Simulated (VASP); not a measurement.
# Ge in VASP: single point with PBE

Aim: the single point of Ge with PBE.

All numbers are computed with VASP 6.6.1; they aren't measurements. Logs are shortened: lines on timing, memory, paths and dates and some standing lists are left out, and cuts for length are marked.

### 1 The cell of the first run

The typed cell holds 1 atom: a = 3.204 Å, b = 2.948 Å, c = 2.947 Å, α = 65.86°, β = 57.08°, γ = 57.07°.

### 2 Single point, PBE

POSCAR

```
Ge
1.0
    0.0000000000      2.2656439721      2.2661837220
    1.8850939064      0.0000000000      2.2661837220
    1.8850939064      2.2656439721      0.0000000000
Ge
1
Direct
    0.0000000000      0.0000000000      0.0000000000
```

INCAR.step1

```
SYSTEM = Ge
PREC = Accurate ; ENCUT = 520
EDIFF = 1E-6 ; ISMEAR = 0
SIGMA = 0.1 ; LREAL = .False.
LASPH = .True. ; NELM = 100
ALGO = Normal ; ISIF = 2
LWAVE = .False. ; LCHARG = .True.
GGA = PE ; NBANDS = 13
```

KPOINTS.step1

```
Automatic mesh
0
Gamma
  22 22 22
  0 0 0
```

INCAR.step2

```
SYSTEM = Ge
PREC = Accurate ; ENCUT = 520
EDIFF = 1E-6 ; ISMEAR = -5
SIGMA = 0.1 ; LREAL = .False.
LASPH = .True. ; NELM = 100
ALGO = Normal ; ISIF = 2
LWAVE = .False. ; LCHARG = .False.
GGA = PE ; LORBIT = 10
NEDOS = 1001 ; ICHARG = 11
```

KPOINTS.step2

```
Automatic mesh
0
Gamma
  33 33 33
  0 0 0
```

Potentials or basis: VASP PAW PBE potentials, release 64 (Ge_d).

The run is started by

```console
cat potpaw_PBE.64/Ge_d/POTCAR > POTCAR
cp INCAR.step1 INCAR
cp KPOINTS.step1 KPOINTS
mpirun -np 1 vasp_std > vasp.out
cp INCAR.step2 INCAR
cp KPOINTS.step2 KPOINTS
mpirun -np 1 vasp_std > vasp.out
```

OUTCAR:

```text
SYSTEM = Ge
   PREC = Accurate
   ENCUT = 520
   EDIFF = 1E-6
   ISMEAR = -5
   LREAL = .False.
   LASPH = .True.
   NELM = 100
   ISIF = 2
   GGA = PE
   LORBIT = 10
   ICHARG = 11

 ion  position               nearest neighbor table
   1  0.000  0.000  0.000-

  LATTYP: Found a face centered orthorhombic cell.
 ALAT       =     3.7701878128
 B/A-ratio  =     1.2018732671
 C/A-ratio  =     1.2021595923

  Lattice vectors:

 A1 = (   0.0000000000,   2.2656439721,   2.2661837220)
 A2 = (   1.8850939064,   0.0000000000,   2.2661837220)
 A3 = (   1.8850939064,   2.2656439721,   0.0000000000)

Analysis of symmetry for initial positions (statically):
=====================================================================
 Subroutine PRICEL returns:
 Original cell was already a primitive cell.

 Routine SETGRP: Setting up the symmetry group for a
 face centered orthorhombic supercell.

 Subroutine GETGRP returns: Found  8 space group operations
 (whereof  8 operations were pure point group operations)
 out of a pool of  8 trial point group operations.

The static configuration has the point symmetry D_2h.

Analysis of symmetry for dynamics (positions and initial velocities):
=====================================================================
 Subroutine PRICEL returns:
 Original cell was already a primitive cell.

 Routine SETGRP: Setting up the symmetry group for a
 face centered orthorhombic supercell.

 Subroutine GETGRP returns: Found  8 space group operations
 (whereof  8 operations were pure point group operations)
 out of a pool of  8 trial point group operations.

The dynamic configuration has the point symmetry D_2h.

 Subroutine INISYM returns: Found  8 space group operations
 (whereof  8 operations are pure point group operations),
 and found     1 'primitive' translations

----------------------------------------------------------------------------------------

                                     Primitive cell

  volume of cell :      19.3575

  direct lattice vectors                    reciprocal lattice vectors
     0.000000000  2.265643972  2.266183722    -0.265238776  0.220687807  0.220635245
     1.885093906  0.000000000  2.266183722     0.265238776 -0.220687807  0.220635245
     1.885093906  2.265643972  0.000000000     0.265238776  0.220687807 -0.220635245

  length of vectors
     3.204486116  2.947739422  2.947324489     0.409554182  0.409554182  0.409554182

  position of ions in fractional coordinates (direct lattice)
     0.000000000  0.000000000  0.000000000

  ion indices of the primitive-cell ions
   primitive index   ion index
                 1           1

----------------------------------------------------------------------------------------

 KPOINTS: Automatic mesh

Automatic generation of k-mesh.
 Grid dimensions read from file:
 generate k-points for:   33   33   33

 Generating k-lattice:

  Cartesian coordinates                     Fractional coordinates (reciprocal lattice)
    -0.008037539  0.006687509  0.006685917     0.030303030 -0.000000000 -0.000000000
     0.008037539 -0.006687509  0.006685917     0.000000000  0.030303030  0.000000000
     0.008037539  0.006687509 -0.006685917    -0.000000000  0.000000000  0.030303030

  Length of vectors
     0.012410733  0.012410733  0.012410733

  Shift w.r.t. Gamma in fractional coordinates (k-lattice)
     0.000000000  0.000000000  0.000000000

 TETIRR: Found  28560 inequivalent tetrahedra from   215622

 Subroutine IBZKPT returns following result:
 ===========================================

 Found   4913 irreducible k-points:

 Following reciprocal coordinates:
            Coordinates               Weight
  0.000000  0.000000  0.000000      1.000000
  0.030303  0.000000  0.000000      8.000000
  0.060606  0.000000  0.000000      8.000000
  0.090909  0.000000  0.000000      8.000000
  0.121212  0.000000  0.000000      8.000000
  0.151515  0.000000  0.000000      8.000000
[... 16 lines left out ...]
  0.181818  0.030303  0.000000      8.000000
  0.212121  0.030303  0.000000      8.000000
 [... further k-points ...]
   k-points           NKPTS =   4913   k-points in BZ     NKDIM =   4913   number of bands    NBANDS=     11
   number of dos      NEDOS =   1001   number of ions     NIONS =      1
   total plane-waves  NPLWV =  13824
   dimension x,y,z NGX =    24 NGY =   24 NGZ =   24
   dimension x,y,z NGXF=    48 NGYF=   48 NGZF=   48
   ions per type =               1
   NGX,Y,Z   is equivalent  to a cutoff of  12.45, 13.54, 13.54 a.u.
   NGXF,Y,Z  is equivalent  to a cutoff of  24.90, 27.07, 27.07 a.u.
 SYSTEM =  Ge
   PREC   = accura    normal or accurate (medium, high low for compatibility)
   ISTART =      0    job   : 0-new  1-cont  2-samecut
   ICHARG =     11    charge: 1-file 2-atom 10-const
   ISPIN  =      1    spin polarized calculation?
   LNONCOLLINEAR =      F non collinear calculations
   LSORBIT =      F    spin-orbit coupling
   LASPH  =      T    aspherical Exc in radial PAW
   ENCUT  =  520.0 eV  38.22 Ry    6.18 a.u.   5.96  5.48  5.48*2*pi/ulx,y,z
   NELM   =    100;   NELMIN=  2; NELMDL=  0     # of ELM steps
   EDIFF  = 0.1E-05   stopping-criterion for ELM
   LREAL  =      F    real-space projection
   EDIFFG = 0.1E-04   stopping-criterion for IOM
   NSW    =      0    number of steps for IOM
   IBRION =     -1    ionic relax: 0-MD 1-quasi-New 2-CG
   NFREE  =      0    steps in history (QN), initial steepest desc. (CG)
   ISIF   =      2    stress and relaxation
   ISYM   =      2    0-nonsym 1-usesym 2-fastsym
   POTIM  = 0.5000    time-step for ionic-motion
   TEBEG  =    0.0;   TEEND  =   0.0 temperature during run
   PSTRESS=    0.0 pullay stress
   NELECT =      14.0000    total number of electrons
   NUPDOWN=      -1.0000    fix difference up-down
   EMIN   =  10.00;   EMAX   =-10.00  energy-range for DOS
   EFERMI =   0.00;   METHOD = LEGACY
   ISMEAR =    -5;   SIGMA  =   0.10  broadening in eV -4-tet -1-fermi 0-gaus
   EFERMI_NEDOS =   21; number of points for ismear=-14 and -15
   IALGO  =     38    algorithm
   IMIX   =      4    mixing-type and parameters
     AMIX     =   0.40;   BMIX     =  1.00
     AMIX_MAG =   1.60;   BMIX_MAG =  1.00
  volume/ion in A,a.u.               =      19.36       130.63
  Fermi-wavevector in a.u.,A,eV,Ry     =   1.469493  2.776940 29.380561  2.159410
  Thomas-Fermi vector in A             =   2.584864
   LORBIT       =     10    0 simple, 1 ext, 2 COOP (PROOUT), +10 PAW based schemes
   GGA     = PE    functional components
   LHFCALC =     F    Hartree Fock is set to
   AEXX    =    0.0000 exact exchange contribution
   IVDW    =     0    specifies the selected vdW correction
   LEPSILON=     F    determine dielectric tensor
   LRPA    =     F    only Hartree local field effects (RPA)
 non-spin polarized calculation
 Fermi weights with tetrahedron method with Bloechl corrections
  energy-cutoff  :      520.00
  volume of cell :       19.36
 maximum number of plane-waves:       536

 number of electron      14.0000001 magnetization

 Free energy of the ion-electron system (eV)
  ---------------------------------------------------
  ext. energy  EPLUGINS =         0.00000000
  ---------------------------------------------------
  free energy    TOTEN  =        -4.18962589 eV

  energy without entropy =       -4.18962589  energy(sigma->0) =       -4.18962589

 E-fermi :   6.5635     XC(G=0): -11.1710

 val. band max:        6.7209411691   @ k =  -0.4242   0.3030   0.2727
 cond. band min:       6.3993893238   @ k =  -0.3939   0.3333   0.2727
 fundamental gap:     -0.3215518453
 Fermi energy:         6.5635397946

 k-point     1 :       0.0000    0.0000    0.0000
  band No.  band energies     occupation
      1     -18.2267      2.00000
      2     -18.2266      2.00000
      3     -18.2077      2.00000
      4     -18.1779      2.00000
      5     -18.1372      2.00000
      6      -6.4383      2.00000
      7      15.1314      0.00000
      8      15.4219      0.00000
      9      15.4236      0.00000
     10      20.4186      0.00000
     11      20.4208      0.00000

 k-point     2 :       0.0303    0.0000    0.0000
  band No.  band energies     occupation
      1     -18.2263      2.00000
      2     -18.2261      2.00000
      3     -18.2075      2.00000
      4     -18.1779      2.00000
      5     -18.1374      2.00000
      6      -6.4155      2.00000
      7      14.9852      0.00000
      8      15.3169      0.00000
      9      15.3522      0.00000
     10      20.3375      0.00000
     11      20.4850      0.00000

 k-point     3 :       0.0606    0.0000    0.0000
  band No.  band energies     occupation
      1     -18.2252      2.00000
      2     -18.2248      2.00000
      3     -18.2065      2.00000
      4     -18.1779      2.00000
      5     -18.1380      2.00000
      6      -6.3471      2.00000
      7      14.4048      0.00000
      8      15.1564      0.00000
      9      15.2158      0.00000
     10      20.0687      0.00000
     11      20.6334      0.00000
[... 267 lines left out ...]
 k-point    23 :       0.1818    0.0303    0.0000
  band No.  band energies     occupation
      1     -18.2240      2.00000
      2     -18.2182      2.00000
      3     -18.1896      2.00000
      4     -18.1768      2.00000
      5     -18.1418      2.00000
      6      -5.7100      2.00000
      7      10.7754      0.00000
      8      13.9586      0.00000
      9      14.7106      0.00000
     10      19.0166      0.00000
     11      19.7805      0.00000

 k-point    24 :       0.2121    0.0303    0.0000
  band No.  band energies     occupation
      1     -18.2252      2.00000
      2     -18.2164      2.00000
      3     -18.1809      2.00000
      4     -18.1767      2.00000
      5     -18.1429      2.00000
      6      -5.4335      2.00000
      7       9.6672      0.00000
      8      13.6007      0.00000
      9      14.5772      0.00000
     10      18.7618      0.00000
     11      19.3780      0.00000

 [... further k-points ...]

------------------------ aborting loop because EDIFF is reached ----------------------------------------

  FORCE on cell =-STRESS in cart. coord.  units (eV):
  Direction    XX          YY          ZZ          XY          YZ          ZX
  --------------------------------------------------------------------------------------
  -------------------------------------------------------------------------------------
  Total        0.0951734      0.0631864      0.0628208     -0.0000000      0.0000000      0.0000000
  in kB        7.8772843      5.2297951      5.1995316     -0.0000000      0.0000000      0.0000000
  external PRESSURE =       6.1022036 kB  Pullay stress =       0.0000000 kB

 VOLUME and BASIS-vectors are now :
 -----------------------------------------------------------------------------
  energy-cutoff  :      520.00
  volume of cell :       19.36
      direct lattice vectors                 reciprocal lattice vectors
     0.000000000  2.265643972  2.266183722    -0.265238776  0.220687807  0.220635245
     1.885093906  0.000000000  2.266183722     0.265238776 -0.220687807  0.220635245
     1.885093906  2.265643972  0.000000000     0.265238776  0.220687807 -0.220635245

 POSITION                                       TOTAL-FORCE (eV/Angst)
 -----------------------------------------------------------------------------------
      0.00000      0.00000      0.00000         0.000000     -0.000000      0.000000
 -----------------------------------------------------------------------------------
    total drift:                               -0.000000     -0.000000      0.000000

  FREE ENERGIE OF THE ION-ELECTRON SYSTEM (eV)
  ---------------------------------------------------
  free  energy   TOTEN  =        -4.1896258882 eV

  energy  without entropy=       -4.1896258882  energy(sigma->0) =       -4.18962589

 total charge

# of ion       s       p       d       tot
------------------------------------------
    1        1.274   0.879  10.016  12.169
```

Run time: 5.2 min. Hardware: 1 thread of Intel Xeon Platinum 8488C (Sapphire Rapids), shared host; peak memory 1.1 GiB.

What came out:

| Property | Result |
| --- | --- |
| Valence electrons inside the program's atomic spheres | Ge 12.17 |

Caveat: tetrahedron occupations give inexact forces and stress in metals.
